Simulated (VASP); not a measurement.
**B: density of states with PBE**

B:

```
CELL_PARAMETERS angstrom
2.34611 0.00000 0.00000
0.00000 2.34611 0.00000
0.00000 0.00000 1.58579
ATOMIC_POSITIONS crystal
B 0.50000 0.50000 0.50000
```

| Item | Value |
| --- | --- |
| Program | VASP 6.6.1 |
| Task | density of states |
| Functional | PBE |
| Potentials or basis | VASP PAW PBE potentials, release 64 (B) |
| Cutoff | 520 eV |
| k mesh | 11 × 11 × 16 |
| Occupations | fermi-dirac, width 0.05 eV |
| Spin | no spin polarisation |
| Dipole correction | no |
| k mesh for the DOS | 17 × 17 × 24 |
| Occupations for the DOS | tetrahedron |
| Further INCAR settings | ALGO = Normal; EDIFF = 1e-06; NBANDS = 8 |

```yaml
Valence_electrons_inside_the_program's_atomic_spheres: B 1.88
```

Levels at points of the mesh, in eV from the Fermi level:
| k point | band 1 | band 2 | band 3 | band 4 | band 5 |
| --- | --- | --- | --- | --- | --- |
| (0.00, 0.00, 0.00) | -13.95 | 4.47 | 4.47 | 14.32 | 15.44 |
| (0.00, 0.00, 0.50) | -5.92 | 1.45 | 13.60 | 13.60 | 21.40 |

Run time: 51 s on 1 thread of Intel Xeon 6975P-C, with other jobs on the host, peak memory 0.15 GiB.
